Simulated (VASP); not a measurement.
Crystal: Ga3SbN2.

```xyz
6
Lattice="4.3786 0.0000 0.0000 -2.1893 3.7920 0.0000 0.0000 0.0000 6.7341" Properties=species:S:1:pos:R:3 pbc="T T T"
Ga    2.1893    0.0000    0.0000
Ga   -1.0947    1.8960    0.0000
Ga    1.0947    1.8960    0.0000
Sb    0.0000    0.0000    3.3670
N     0.0000    0.0000    1.8582
N     0.0000    0.0000    4.8759
```

The cell was built from a structure type or drawn by symmetry, and may not be a known phase.

| Property | Result |
| --- | --- |
| Program | VASP 6.6.1 |
| Task | relaxation of cell and atoms |
| Functional | PBE |
| Potentials or basis | VASP PAW PBE potentials, release 64 (Ga_d, Sb, N) |
| Cutoff | 600 eV |
| k mesh | 6 × 6 × 4 |
| Occupations | gaussian, width 0.1 eV |
| Spin | no spin polarisation |

At the start: pressure 66.9 GPa; volume 18.64 Å³/atom.

Problem. Where does the relaxation end?

Solution. Over 53 steps the energy falls by 2547.5 meV/atom and the volume is 26.07 Å³/atom (+39.9 %); space group P6/mmm (No. 191, to 0.1 Å) before and after.

The path:
```csv
step,energy change (eV),largest force (eV/Å),pressure (GPa),volume (Å³)
1,0.0000,30.3477,66.91,111.81
3,-8.8373,2.9898,-5.31,253.48
5,-8.7226,4.5451,-5.66,243.99
7,-10.2440,0.1595,0.58,218.36
9,-10.2750,0.5007,2.28,214.88
11,-10.6663,1.5254,3.02,214.98
13,-10.8740,8.3449,5.47,214.72
15,-11.5735,3.7554,2.50,220.42
17,-12.7033,3.1811,-3.84,243.52
19,-12.6532,7.6582,-0.78,240.21
21,-12.9271,1.9791,-2.24,235.60
23,-12.1114,19.2804,7.44,180.42
25,-13.2541,21.5208,2.05,196.25
27,-13.1611,22.2547,2.66,194.04
29,-13.1761,21.9181,2.66,193.66
31,-13.2126,20.4623,2.79,191.93
33,-13.2045,20.0310,2.88,191.28
35,-13.2895,19.1925,2.61,191.49
37,-13.6294,15.6676,1.34,192.45
39,-14.4077,5.0833,-2.68,196.15
41,-14.5290,0.0354,-4.73,198.74
43,-14.5422,0.6144,-4.47,197.99
45,-14.6440,0.5857,-4.17,194.50
47,-14.9752,0.4604,-2.88,180.94
49,-15.2169,0.7182,0.79,158.29
51,-15.2471,1.0772,-0.20,157.62
53,-15.2853,0.0178,0.03,156.45
```

Final structure:
```cif
data_structure
_symmetry_space_group_name_H-M 'P 1'
_symmetry_Int_Tables_number 1
_cell_length_a 5.6493
_cell_length_b 5.6493
_cell_length_c 5.6604
_cell_angle_alpha 90.000
_cell_angle_beta 90.000
_cell_angle_gamma 120.000
_cell_volume 156.45
loop_
_atom_site_label
_atom_site_type_symbol
_atom_site_fract_x
_atom_site_fract_y
_atom_site_fract_z
_atom_site_occupancy
Ga1 Ga 0.50000 0.00000 0.00000 1
Ga2 Ga 0.00000 0.50000 0.00000 1
Ga3 Ga 0.50000 0.50000 0.00000 1
Sb1 Sb 0.00000 0.00000 0.50000 1
N1 N 0.00000 0.00000 0.10573 1
N2 N 0.00000 0.00000 0.89427 1
```

Caveat: the volume moved by over 15 % at a fixed basis, so the end points are rough.
